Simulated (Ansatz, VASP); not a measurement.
One calculation of LiF, two programs

```
Li F
1.0
     3.04674    0.00000    0.00000
    -1.52337    2.63855    0.00000
     0.00000    0.00000    5.15996
Li F
2 2
Direct
  0.33333 0.66667 0.37087
  0.66667 0.33333 0.87087
  0.33333 0.66667 0.99393
  0.66667 0.33333 0.49393
```

Alike in both runs: task single point; functional PBE; k mesh 9 × 9 × 6; occupations gaussian, width 0.05 eV; no spin polarisation.

```csv
,VASP,Ansatz
version,VASP 6.6.1,Ansatz 0.2.0
potentials or method,"VASP PAW PBE potentials, release 64 (Li_sv, F), cutoff 520 eV","scalar-relativistic, plane waves, PAW"
valence electrons in the cell,20,20
```

```tsv
	VASP	Ansatz	Ansatz less VASP
gap on the k mesh at the Fermi level (eV)	7.64	7.65	+0.012
least direct gap on the mesh (eV)	7.64	7.65	+0.012
rms of the force components (eV/Å)	0.045	0.041	-0.0040
```

Atom by atom the forces differ by 0.004 eV/Å (rms over components). The functional is the same, so the differences come from potentials, cutoffs and numerics.

Noted on VASP's run: the cutoff is short for stress, so the pressure is rough.
